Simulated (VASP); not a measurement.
Al, 2 atoms in the cell. The structure is hexagonal, space group P6_3/mmc (No. 194). The conventional cell has a = 2.835 Å, b = 2.835 Å, c = 4.686 Å, α = 90.00°, β = 90.00°, γ = 120.00°. Within 3.7 Å of Al (site symmetry -6m2) lie 12 Al at 2.84 to 2.86 Å. 

| Item | Value |
| --- | --- |
| Program | VASP 6.6.1 |
| Task | single point |
| Functional | PBEsol |
| Potentials or basis | VASP PAW PBE potentials, release 64 (Al) |
| Cutoff | 520 eV |
| k mesh | 11 × 11 × 6 |
| Occupations | fermi-dirac, width 0.05 eV |
| Spin | no spin polarisation |
| Dipole correction | no |
| Further INCAR settings | ALGO = Normal; EDIFF = 1e-06; NBANDS = 10 |

Potentials or basis: VASP PAW PBE potentials, release 64 (Al).

Launch:

```bash
$ cat potpaw_PBE.64/Al/POTCAR > POTCAR
$ mpirun -np 1 vasp_std > vasp.out
```

Hardware: 1 thread of Intel(R) Xeon(R) Platinum 8259CL CPU @ 2.50GHz (Skylake/Cascade Lake) (shared host).

**Question.** How long does it take, and how much memory?

**Answer.** It took 14 s on 1 thread of Intel(R) Xeon(R) Platinum 8259CL CPU @ 2.50GHz (Skylake/Cascade Lake) (shared host), peak memory 0.15 GiB. Counts: scf iterations 10, k points 64.
